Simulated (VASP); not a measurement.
# Ru (P6_3/mmc) in VASP: a series of runs

The runs below take Ru through single point, relaxation of cell and atoms, with PBE.

Program: VASP 6.6.1. These are calculated values, not measurements. Logs are shortened: lines on timing, memory, paths and dates and some standing lists are left out, and cuts for length are marked.

## 1. The cell of the first run

It takes space group P6_3/mmc (No. 194, hexagonal). The conventional cell has a = 2.721 Å, b = 2.721 Å, c = 4.295 Å, α = 90.00°, β = 90.00°, γ = 120.00°. Ru (site symmetry -6m2) has 12 Ru at 2.66 to 2.72 Å within 3.5 Å.

## 2. Single point, PBE

Input file INCAR:

```
PREC = Accurate
ENCUT = 520
EDIFF = 1E-6
ISMEAR = -1
SIGMA = 0.05
LREAL = False
LASPH = True
NELM = 80
ALGO = Normal
ISIF = 2
LWAVE = False
LCHARG = False
GGA = PE
NBANDS = 21
```

Input file KPOINTS:

```
regular mesh
0
Gamma
  17 17 10
```

Input file POSCAR:

```
Ru
1.0
    2.7210772114      0.0000000000      0.0000000000
   -1.3605386057      2.3565219907      0.0000000000
    0.0000000000      0.0000000000      4.2948850397
Ru
2
Direct
    0.3333333333      0.6666666667      0.2500000000
    0.6666666667      0.3333333333      0.7500000000
```

Potentials or basis: VASP PAW PBE potentials, release 64 (Ru_pv).

Command:

```bash
cat potpaw_PBE.64/Ru_pv/POTCAR > POTCAR
mpirun -np 1 vasp_std > vasp.out
```

OUTCAR:

```text
PREC = Accurate
   ENCUT = 520
   EDIFF = 1E-6
   ISMEAR = -1
   LREAL = False
   LASPH = True
   NELM = 80
   ISIF = 2
   GGA = PE

 ion  position               nearest neighbor table
   1  0.333  0.667  0.250-   2 2.66   2 2.66   2 2.66   2 2.66   2 2.66   2 2.66
   2  0.667  0.333  0.750-   1 2.66   1 2.66   1 2.66   1 2.66   1 2.66   1 2.66

  LATTYP: Found a hexagonal cell.
 ALAT       =     2.7210772114
 C/A-ratio  =     1.5783767626

  Lattice vectors:

 A1 = (   2.7210772114,   0.0000000000,   0.0000000000)
 A2 = (  -1.3605386057,   2.3565219907,   0.0000000000)
 A3 = (   0.0000000000,   0.0000000000,   4.2948850397)

Analysis of symmetry for initial positions (statically):
=====================================================================
 Subroutine PRICEL returns:
 Original cell was already a primitive cell.

 Routine SETGRP: Setting up the symmetry group for a
 hexagonal supercell.

 Subroutine GETGRP returns: Found 24 space group operations
 (whereof 12 operations were pure point group operations)
 out of a pool of 24 trial point group operations.

The static configuration has the point symmetry D_3d.
 The point group associated with its full space group is D_6h.

Analysis of symmetry for dynamics (positions and initial velocities):
=====================================================================
 Subroutine PRICEL returns:
 Original cell was already a primitive cell.

 Routine SETGRP: Setting up the symmetry group for a
 hexagonal supercell.

 Subroutine GETGRP returns: Found 24 space group operations
 (whereof 12 operations were pure point group operations)
 out of a pool of 24 trial point group operations.

The dynamic configuration has the point symmetry D_3d.
 The point group associated with its full space group is D_6h.

 Subroutine INISYM returns: Found 24 space group operations
 (whereof 12 operations are pure point group operations),
 and found     1 'primitive' translations

----------------------------------------------------------------------------------------

                                     Primitive cell

  volume of cell :      27.5400

  direct lattice vectors                    reciprocal lattice vectors
     2.721077211  0.000000000  0.000000000     0.367501516  0.212177099  0.000000000
    -1.360538606  2.356521991  0.000000000     0.000000000  0.424354198  0.000000000
     0.000000000  0.000000000  4.294885040     0.000000000  0.000000000  0.232835103

  length of vectors
     2.721077211  2.721077211  4.294885040     0.424354198  0.424354198  0.232835103

  position of ions in fractional coordinates (direct lattice)
     0.333333333  0.666666667  0.250000000
     0.666666667  0.333333333  0.750000000

  ion indices of the primitive-cell ions
   primitive index   ion index
                 1           1
                 2           2

----------------------------------------------------------------------------------------

 KPOINTS: regular mesh

Automatic generation of k-mesh.
 Grid dimensions read from file:
 generate k-points for:   17   17   10

 Generating k-lattice:

  Cartesian coordinates                     Fractional coordinates (reciprocal lattice)
     0.021617736  0.012481006  0.000000000     0.058823529 -0.000000000  0.000000000
     0.000000000  0.024962012  0.000000000     0.000000000  0.058823529  0.000000000
     0.000000000  0.000000000  0.023283510     0.000000000  0.000000000  0.100000000

  Length of vectors
     0.024962012  0.024962012  0.023283510

  Shift w.r.t. Gamma in fractional coordinates (k-lattice)
     0.000000000  0.000000000  0.000000000

 Subroutine IBZKPT returns following result:
 ===========================================

 Found    198 irreducible k-points:

 Following reciprocal coordinates:
            Coordinates               Weight
  0.000000  0.000000  0.000000      1.000000
  0.058824 -0.000000  0.000000      6.000000
  0.117647 -0.000000  0.000000      6.000000
  0.176471 -0.000000  0.000000      6.000000
  0.235294 -0.000000  0.000000      6.000000
  0.294118 -0.000000  0.000000      6.000000
[... 16 lines left out ...]
  0.411765  0.117647  0.000000     12.000000
  0.176471  0.176471  0.000000      6.000000
 [... further k-points ...]
   k-points           NKPTS =    198   k-points in BZ     NKDIM =    198   number of bands    NBANDS=     21
   number of dos      NEDOS =    301   number of ions     NIONS =      2
   total plane-waves  NPLWV =  12800
   dimension x,y,z NGX =    20 NGY =   20 NGZ =   32
   dimension x,y,z NGXF=    40 NGYF=   40 NGZF=   64
   ions per type =               2
   NGX,Y,Z   is equivalent  to a cutoff of  12.22, 12.22, 12.39 a.u.
   NGXF,Y,Z  is equivalent  to a cutoff of  24.44, 24.44, 24.77 a.u.
 SYSTEM =  unknown system
   PREC   = accura    normal or accurate (medium, high low for compatibility)
   ISTART =      0    job   : 0-new  1-cont  2-samecut
   ICHARG =      2    charge: 1-file 2-atom 10-const
   ISPIN  =      1    spin polarized calculation?
   LNONCOLLINEAR =      F non collinear calculations
   LSORBIT =      F    spin-orbit coupling
   LASPH  =      T    aspherical Exc in radial PAW
   ENCUT  =  520.0 eV  38.22 Ry    6.18 a.u.   5.06  5.06  7.99*2*pi/ulx,y,z
   NELM   =     80;   NELMIN=  2; NELMDL= -5     # of ELM steps
   EDIFF  = 0.1E-05   stopping-criterion for ELM
   LREAL  =      F    real-space projection
   EDIFFG = 0.1E-04   stopping-criterion for IOM
   NSW    =      0    number of steps for IOM
   IBRION =     -1    ionic relax: 0-MD 1-quasi-New 2-CG
   NFREE  =      0    steps in history (QN), initial steepest desc. (CG)
   ISIF   =      2    stress and relaxation
   ISYM   =      2    0-nonsym 1-usesym 2-fastsym
   POTIM  = 0.5000    time-step for ionic-motion
   TEBEG  =    0.0;   TEEND  =   0.0 temperature during run
   PSTRESS=    0.0 pullay stress
   NELECT =      28.0000    total number of electrons
   NUPDOWN=      -1.0000    fix difference up-down
   EMIN   =  10.00;   EMAX   =-10.00  energy-range for DOS
   EFERMI =   0.00;   METHOD = LEGACY
   ISMEAR =    -1;   SIGMA  =   0.05  broadening in eV -4-tet -1-fermi 0-gaus
   EFERMI_NEDOS =   21; number of points for ismear=-14 and -15
   IALGO  =     38    algorithm
   IMIX   =      4    mixing-type and parameters
     AMIX     =   0.40;   BMIX     =  1.00
     AMIX_MAG =   1.60;   BMIX_MAG =  1.00
  volume/ion in A,a.u.               =      13.77        92.92
  Fermi-wavevector in a.u.,A,eV,Ry     =   1.646163  3.110797 36.869790  2.709853
  Thomas-Fermi vector in A             =   2.735838
   LORBIT       =      0    0 simple, 1 ext, 2 COOP (PROOUT), +10 PAW based schemes
   GGA     = PE    functional components
   LHFCALC =     F    Hartree Fock is set to
   AEXX    =    0.0000 exact exchange contribution
   IVDW    =     0    specifies the selected vdW correction
   LEPSILON=     F    determine dielectric tensor
   LRPA    =     F    only Hartree local field effects (RPA)
 non-spin polarized calculation
  energy-cutoff  :      520.00
  volume of cell :       27.54
 maximum number of plane-waves:       758
   NGX = 11   NGY = 11   NGZ = 15

 number of electron      28.0000013 magnetization

 Free energy of the ion-electron system (eV)
  ---------------------------------------------------
  ext. energy  EPLUGINS =         0.00000000
  ---------------------------------------------------
  free energy    TOTEN  =       -18.47070415 eV

  energy without entropy =      -18.45326007  energy(sigma->0) =      -18.46198211

 E-fermi :  12.6000     XC(G=0): -14.0329

 val. band max:       12.5979708135   @ k =   0.1176   0.0588   0.4000
 cond. band min:      12.6014064766   @ k =   0.2353   0.0588   0.3000
 fundamental gap:      0.0034356631
 Fermi energy:        12.5999500367

 k-point     1 :       0.0000    0.0000    0.0000
  band No.  band energies     occupation
      1     -31.0171      2.00000
      2     -30.1305      2.00000
      3     -30.1305      2.00000
      4     -29.9655      2.00000
      5     -29.9655      2.00000
      6     -29.9201      2.00000
[... 13 lines left out ...]
     20      23.0120      0.00000
     21      23.0257      0.00000

 k-point     2 :       0.0588   -0.0000    0.0000
  band No.  band energies     occupation
      1     -31.0058      2.00000
      2     -30.1543      2.00000
      3     -30.1386      2.00000
      4     -29.9904      2.00000
      5     -29.9687      2.00000
      6     -29.9254      2.00000
[... 13 lines left out ...]
     20      23.0120      0.00000
     21      23.0248      0.00000

 k-point     3 :       0.1176   -0.0000    0.0000
  band No.  band energies     occupation
      1     -30.9727      2.00000
      2     -30.2224      2.00000
      3     -30.1614      2.00000
      4     -30.0611      2.00000
      5     -29.9783      2.00000
      6     -29.9414      2.00000
[... 13 lines left out ...]
     20      23.0120      0.00000
     21      23.0224      0.00000

 k-point     4 :       0.1765   -0.0000    0.0000
  band No.  band energies     occupation
      1     -30.9200      2.00000
      2     -30.3259      2.00000
      3     -30.1951      2.00000
      4     -30.1661      2.00000
      5     -29.9937      2.00000
      6     -29.9680      2.00000
[... 13 lines left out ...]
     20      23.0120      0.00000
     21      23.0197      0.00000

 k-point     5 :       0.2353   -0.0000    0.0000
  band No.  band energies     occupation
      1     -30.8514      2.00000
      2     -30.4506      2.00000
      3     -30.2896      2.00000
      4     -30.2344      2.00000
      5     -30.0132      2.00000
      6     -30.0050      2.00000
[... 13 lines left out ...]
     20      23.0119      0.00000
     21      23.0174      0.00000
[... 382 lines left out ...]
     20      23.0052      0.00000
     21      23.0120      0.00000

 k-point    22 :       0.3529    0.1176    0.0000
  band No.  band energies     occupation
      1     -30.7599      2.00000
      2     -30.5954      2.00000
      3     -30.5889      2.00000
      4     -30.3730      2.00000
      5     -30.1762      2.00000
      6     -30.1279      2.00000
[... 13 lines left out ...]
     20      23.0115      0.00000
     21      23.4160      0.00000

 k-point    23 :       0.4118    0.1176    0.0000
  band No.  band energies     occupation
      1     -30.8030      2.00000
      2     -30.6230      2.00000
      3     -30.5380      2.00000
      4     -30.3962      2.00000
      5     -30.2160      2.00000
      6     -30.1381      2.00000
[... 13 lines left out ...]
     20      23.0109      0.00000
     21      23.8417      0.00000

 k-point    24 :       0.1765    0.1765    0.0000
  band No.  band energies     occupation
      1     -30.7532      2.00000
      2     -30.5167      2.00000
      3     -30.5048      2.00000
      4     -30.2531      2.00000
      5     -30.1005      2.00000
      6     -30.0631      2.00000
[... 13 lines left out ...]
     20      23.0117      0.00000
     21      23.0169      0.00000

 [... further k-points ...]

------------------------ aborting loop because EDIFF is reached ----------------------------------------

  FORCE on cell =-STRESS in cart. coord.  units (eV):
  Direction    XX          YY          ZZ          XY          YZ          ZX
  --------------------------------------------------------------------------------------
  -------------------------------------------------------------------------------------
  Total       -0.0182608     -0.0182608     -0.0131950     -0.0000000     -0.0000000      0.0000000
  in kB       -1.0623461     -1.0623461     -0.7676390     -0.0000000     -0.0000000      0.0000000
  external PRESSURE =      -0.9641104 kB  Pullay stress =       0.0000000 kB

 VOLUME and BASIS-vectors are now :
 -----------------------------------------------------------------------------
  energy-cutoff  :      520.00
  volume of cell :       27.54
      direct lattice vectors                 reciprocal lattice vectors
     2.721077211  0.000000000  0.000000000     0.367501516  0.212177099  0.000000000
    -1.360538606  2.356521991  0.000000000     0.000000000  0.424354198  0.000000000
     0.000000000  0.000000000  4.294885040     0.000000000  0.000000000  0.232835103

 POSITION                                       TOTAL-FORCE (eV/Angst)
 -----------------------------------------------------------------------------------
     -0.00000      1.57101      1.07372         0.000000      0.000000      0.000000
      1.36054      0.78551      3.22116        -0.000000     -0.000000      0.000000
 -----------------------------------------------------------------------------------
    total drift:                                0.000000     -0.000000      0.000000

  FREE ENERGIE OF THE ION-ELECTRON SYSTEM (eV)
  ---------------------------------------------------
  free  energy   TOTEN  =       -18.4707041504 eV

  energy  without entropy=      -18.4532600725  energy(sigma->0) =      -18.46198211
```

Wall time 72 s (1 thread of AMD EPYC 9R45 (Zen 5), shared host); peak memory 0.17 GiB.

Results:

```yaml
Free_energy: -18.4707 eV
Pressure: -0.1 GPa
Band_gap_on_the_k_mesh: zero (band 14 reaches 13.99 eV, above the bottom of band 15 at 11.00 eV)
```

## 3. Single point, PBE

This run uses another cell than the first one, of 14.17 Å³/atom, 1.029 times its volume.

Input file INCAR:

```
ALGO = Normal
EDIFF = 1E-7
ENCUT = 520
GGA = PE
ISIF = 2
ISMEAR = -1
LASPH = True
LCHARG = False
LREAL = False
LWAVE = False
NBANDS = 21
NELM = 60
PREC = Accurate
SIGMA = 0.05
```

Input file KPOINTS:

```
k-points
0
Gamma
  17 17 10
```

Input file POSCAR:

```
Ru
1.0
    2.7476360874      0.0000000000      0.0000000000
   -1.3738180437      2.3795226520      0.0000000000
    0.0000000000      0.0000000000      4.3334323220
Ru
2
Direct
    0.3333333333      0.6666666667      0.2500000000
    0.6666666667      0.3333333333      0.7500000000
```

Potentials or basis: VASP PAW PBE potentials, release 64 (Ru_pv).

Command:

```bash
cat potpaw_PBE.64/Ru_pv/POTCAR > POTCAR
mpirun -np 1 vasp_std > vasp.out
```

OUTCAR:

```text
EDIFF = 1E-7
   ENCUT = 520
   GGA = PE
   ISIF = 2
   ISMEAR = -1
   LASPH = True
   LREAL = False
   NELM = 60
   PREC = Accurate

 ion  position               nearest neighbor table
   1  0.333  0.667  0.250-   2 2.69   2 2.69   2 2.69   2 2.69   2 2.69   2 2.69
   2  0.667  0.333  0.750-   1 2.69   1 2.69   1 2.69   1 2.69   1 2.69   1 2.69

  LATTYP: Found a hexagonal cell.
 ALAT       =     2.7476360874
 C/A-ratio  =     1.5771492964

  Lattice vectors:

 A1 = (   2.7476360874,   0.0000000000,   0.0000000000)
 A2 = (  -1.3738180437,   2.3795226520,   0.0000000000)
 A3 = (   0.0000000000,   0.0000000000,   4.3334323220)

Analysis of symmetry for initial positions (statically):
=====================================================================
 Subroutine PRICEL returns:
 Original cell was already a primitive cell.

 Routine SETGRP: Setting up the symmetry group for a
 hexagonal supercell.

 Subroutine GETGRP returns: Found 24 space group operations
 (whereof 12 operations were pure point group operations)
 out of a pool of 24 trial point group operations.

[... 158 lines left out ...]
  ---------------------------------------------------
  free energy    TOTEN  =       -18.44977904 eV

  energy without entropy =      -18.43175257  energy(sigma->0) =      -18.44076580

 E-fermi :  12.0935     XC(G=0): -13.8580

 val. band max:       12.0915855598   @ k =   0.0000   0.0000   0.2000
 cond. band min:      12.0952793281   @ k =   0.2353   0.0588   0.3000
 fundamental gap:      0.0036937683
 Fermi energy:        12.0934508425

 k-point     1 :       0.0000    0.0000    0.0000
  band No.  band energies     occupation
      1     -31.4204      2.00000
      2     -30.6135      2.00000
      3     -30.6135      2.00000
      4     -30.4619      2.00000
      5     -30.4619      2.00000
      6     -30.4203      2.00000
[... 565 lines left out ...]
     20      22.5448      0.00000
     21      22.5476      0.00000

 [... further k-points ...]

------------------------ aborting loop because EDIFF is reached ----------------------------------------

  FORCE on cell =-STRESS in cart. coord.  units (eV):
  Direction    XX          YY          ZZ          XY          YZ          ZX
  --------------------------------------------------------------------------------------
  -------------------------------------------------------------------------------------
  Total       -1.4648734     -1.4648734     -1.5074692      0.0000000      0.0000000      0.0000000
  in kB      -82.8379969    -82.8379969    -85.2467745      0.0000000      0.0000000      0.0000000
  external PRESSURE =     -83.6409227 kB  Pullay stress =       0.0000000 kB

 VOLUME and BASIS-vectors are now :
 -----------------------------------------------------------------------------
  energy-cutoff  :      520.00
  volume of cell :       28.33
      direct lattice vectors                 reciprocal lattice vectors
     2.747636087  0.000000000  0.000000000     0.363949216  0.210126178  0.000000000
    -1.373818044  2.379522652  0.000000000     0.000000000  0.420252356  0.000000000
     0.000000000  0.000000000  4.333432322     0.000000000  0.000000000  0.230763959

 POSITION                                       TOTAL-FORCE (eV/Angst)
 -----------------------------------------------------------------------------------
     -0.00000      1.58635      1.08336        -0.000000      0.000000      0.000000
      1.37382      0.79317      3.25007         0.000000     -0.000000      0.000000
 -----------------------------------------------------------------------------------
    total drift:                                0.000000     -0.000000      0.000000

  FREE ENERGIE OF THE ION-ELECTRON SYSTEM (eV)
  ---------------------------------------------------
  free  energy   TOTEN  =       -18.4497790354 eV

  energy  without entropy=      -18.4317525658  energy(sigma->0) =      -18.44076580
```

stdout:

```text
POSCAR found type information on POSCAR Ru
 POSCAR found :  1 types and       2 ions
 scaLAPACK will be used
 LDA part: xc-table for (Slater+PW92), standard interpolation
 POSCAR, INCAR and KPOINTS ok, starting setup
 FFT: planning ... GRIDC
 FFT: planning ... GRID_SOFT
 FFT: planning ... GRID
 WAVECAR not read
 entering main loop
```

It took 72 s on 1 thread of AMD EPYC 9R45 (Zen 5), shared host; peak memory 0.17 GiB.

Results:

```
Free energy            : -18.4498 eV
Pressure               : -8.4 GPa
Band gap on the k mesh : zero (band 14 reaches 13.41 eV, above the bottom of band 15 at 10.57 eV)
```

Stress tensor (GPa, compression positive):
```
-8.28  0.00  0.00
 0.00 -8.28  0.00
 0.00  0.00 -8.52
```

## 4. Relaxation of cell and atoms, PBE

Input file INCAR:

```
SYSTEM = Ru
  ALGO = Normal
  EDIFF = 1E-7
  EDIFFG = -0.005
  ENCUT = 600
  GGA = PE
  IBRION = 2
  ISIF = 3
  ISMEAR = -1
  LASPH = .True.
  LCHARG = .False.
  LREAL = .False.
  LWAVE = .False.
  NELM = 100
  NSW = 60
  PREC = Accurate
  SIGMA = 0.05
```

Input file KPOINTS:

```
k-points
0
Gamma
  17 17 10
  0 0 0
```

Input file POSCAR:

```
Ru
1.0
    2.6974396414      0.0000000000      0.0000000000
   -1.3487198207      2.3360512546      0.0000000000
    0.0000000000      0.0000000000      4.3698522191
Ru
2
Direct
    0.3333333333      0.6666666667      0.2500000000
    0.6666666667      0.3333333333      0.7500000000
```

Command:

```bash
cat potpaw_PBE.64/Ru_pv/POTCAR > POTCAR
mpirun -np 1 vasp_std > vasp.out
```

Run time: 8.7 min. Hardware: 1 thread of AMD EPYC 9R45 (Zen 5), shared host; peak memory 0.21 GiB.

Results (log left out):

```yaml
Free_energy: -18.4710 eV
Relaxed_volume: 13.76 Å³/atom
Relaxed_cell: a = 2.720 Å, b = 2.720 Å, c = 4.295 Å, α = 90.00°, β = 90.00°, γ = 120.00°
Space_group_after_relaxing_to_0.05_Å: P6_3/mmc (No. 194)
Energy_gained_by_relaxing: 8.4 meV/atom
Ionic_steps: 8
Pressure_after_relaxing: 0.0 GPa
Band_gap_on_the_k_mesh: zero (band 14 reaches 14.00 eV, above the bottom of band 15 at 11.01 eV)
```

The path:
| step | energy change (eV) | largest force (eV/Å) | pressure (GPa) | volume (Å³) |
| --- | --- | --- | --- | --- |
| 1 | 0.0000 | 0.0000 | -0.21 | 27.54 |
| 2 | -0.0046 | 0.0000 | 1.45 | 27.44 |
| 3 | -0.0168 | 0.0000 | 0.40 | 27.49 |
| 4 | -0.0168 | 0.0000 | 0.42 | 27.49 |
| 5 | -0.0165 | 0.0000 | -1.04 | 27.62 |
| 6 | -0.0168 | 0.0000 | 0.01 | 27.53 |
| 7 | -0.0168 | 0.0000 | 0.01 | 27.53 |
| 8 | -0.0168 | 0.0000 | -0.01 | 27.53 |

Final structure:
```
CELL_PARAMETERS angstrom
2.72042 0.00000 0.00000
-1.36021 2.35596 0.00000
0.00000 0.00000 4.29506
ATOMIC_POSITIONS crystal
Ru 0.33333 0.66667 0.25000
Ru 0.66667 0.33333 0.75000
```

Levels at points of the mesh, in eV from the Fermi level:
```
           k point  band 10  band 11  band 12  band 13  band 14  band 15  band 16  band 17  band 18
(0.00, 0.00, 0.00)    -2.56    -2.37    -1.89    -1.89    -1.40    -1.40     1.14     1.14     1.29
(0.00, 0.00, 0.50)    -2.73    -2.73    -2.73    -2.67    -2.67     0.51     0.51     0.51     0.51
```

(Part 1 of 2 ends here.)
